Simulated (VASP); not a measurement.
Here is a VASP 6.6.1 calculation.

The input INCAR:

```
SYSTEM = AlH6
PREC = Accurate ; ENCUT = 600
EDIFF = 1E-7 ; ISMEAR = 0
SIGMA = 0.1 ; LREAL = .FALSE.
LASPH = .TRUE. ; NELM = 60
ALGO = Normal ; ISIF = 3
LWAVE = .FALSE. ; LCHARG = .FALSE.
GGA = PE ; IBRION = 2
NSW = 90 ; EDIFFG = -0.04
```

KPOINTS

```
regular mesh
0
G
  6 6 6
  0 0 0
```

The input POSCAR:

```
AlH6
1.0
    0.0000000000      3.1922750800      3.1922750800
    3.1922750800      0.0000000000      3.1922750800
    3.1922750800      3.1922750800      0.0000000000
Al H
1 6
Direct
    0.0000000000      0.0000000000      0.0000000000
    0.5000000000      0.5000000000      0.0000000000
    0.5000000000      0.0000000000      0.5000000000
    0.0000000000      0.0000000000      0.5000000000
    0.0000000000      0.5000000000      0.0000000000
    0.0000000000      0.5000000000      0.5000000000
    0.5000000000      0.0000000000      0.0000000000
```

Potentials or basis: VASP PAW PBE potentials, release 64 (Al, H).

Run with:

```console
$ cat potpaw_PBE.64/Al/POTCAR potpaw_PBE.64/H/POTCAR > POTCAR
$ mpirun -np 1 vasp_std > vasp.out
```

Question: What does it give for the space group after relaxing (to 0.05 Å)?

Answer: Fm-3m (No. 225).

Question: Estimate the relaxed cell.

Answer: a = 3.802 Å, b = 3.802 Å, c = 3.802 Å, α = 60.00°, β = 60.00°, γ = 60.00°.

Step by step:
```
step  energy change (eV)  largest force (eV/Å)  pressure (GPa)  volume (Å³)
   1              0.0000                0.0000          -18.88        65.06
   2             -1.1219                0.0000          -17.43        55.28
   3             -1.9040                0.0000           23.14        31.91
   4             -2.2747                0.0000           -5.15        41.01
   5             -2.3163                0.0000           -0.86        38.86
```

Caveat: the volume moved by over 15 % at a fixed basis, so the end points are rough.
